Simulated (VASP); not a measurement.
Set up this calculation in VASP 6.6.1, as the native input.

```yaml
Task: relaxation of the atoms
Functional: PBE
Dispersion: D3(BJ)
Potentials_or_basis: VASP PAW PBE potentials, release 64 (H, C, F)
Cutoff: 520 eV
k_mesh: 1 × 1 × 1
Occupations: fermi-dirac, width 0.05 eV
Spin: no spin polarisation
Dipole_correction: no
Further_INCAR_settings: LREAL = Auto; ALGO = Normal; EDIFF = 1e-06; IBRION = 2; EDIFFG = -0.3; NSW = 35
```

The structure of H2CF4 lies in POSCAR:

```
H2CF4
1.0
    6.8873110000      0.0000000000      0.0000000000
    0.0000000000      6.8873110000      0.0000000000
    0.0000000000      0.0000000000      6.8873110000
H C F
6 3 12
Direct
    0.3197147000      0.3677665000      0.5032894000
    0.2925440000      0.4183473000      0.5936182000
    0.8777423000      0.2870883000      0.0783849000
    0.9367358000      0.3315001000      0.0009039000
    0.9019983000      0.4712792000      0.7975297000
    0.8585363000      0.5475036000      0.7362367000
    0.0709939000      0.9760835000      0.3629049000
    0.5688566000      0.8568922000      0.0313071000
    0.4026150000      0.3600472000      0.0979230000
    0.2302603000      1.0663918000      0.4239534000
   -0.0836888000      1.0843443000      0.4029192000
    0.0821437000      0.9477693000      0.1723209000
    0.0552605000      0.8058288000      0.4524261000
    0.6144758000      0.9444821000      0.1971238000
    0.4301639000      0.7265799000      0.0634209000
    0.5058118000      0.9880224000     -0.0954939000
    0.7249750000      0.7684844000     -0.0398223000
    0.5850477000      0.3913315000      0.1525845000
    0.2835844000      0.4644409000      0.2082948000
    0.3810256000      0.4117561000     -0.0867615000
    0.3608024000      0.1726604000      0.1175740000
```

One way to write it, as run:

INCAR

```
ALGO     = Normal         # electronic algorithm
EDIFF    = 1E-6           # SCF threshold, eV
EDIFFG   = -0.3           # ionic threshold
ENCUT    = 520            # plane-wave cutoff, eV
GGA      = PE             # functional
IBRION   = 2              # ionic algorithm
ISIF     = 2              # what is computed and relaxed
ISMEAR   = -1             # smearing method
IVDW     = 12             # dispersion correction
LASPH    = T              # aspherical terms in the spheres
LCHARG   = F              # write CHGCAR
LREAL    = Auto         
LWAVE    = F              # write WAVECAR
NELM     = 60             # most SCF steps
NSW      = 35             # ionic steps
PREC     = Accurate       # precision mode
SIGMA    = 0.05           # smearing width, eV
```

KPOINTS

```
k-points
0
Gamma
  1 1 1
```

Potentials or basis: VASP PAW PBE potentials, release 64 (H, C, F).

Run with:

```sh
$ cat potpaw_PBE.64/H/POTCAR potpaw_PBE.64/C/POTCAR potpaw_PBE.64/F/POTCAR > POTCAR
$ mpirun -np 1 vasp_gam > vasp.out
```

It gave:

```
Energy gained by relaxing    : 46.4 meV/atom
Ionic steps                  : 20
Pressure after relaxing      : 1.0 GPa
Largest force after relaxing : 0.291 eV/Å
Band gap on the k mesh       : 8.94 eV
Dispersion energy per atom   : -0.028 eV
```

Caveat: the k points lie up to 0.91 Å⁻¹ apart; the relaxation stopped at a loose force limit of 0.3 eV/Å, so its end isn't a converged minimum.

It took 9.3 min on 1 thread of Intel(R) Xeon(R) Platinum 8488C (Sapphire Rapids), on a shared host, peak memory 0.41 GiB.
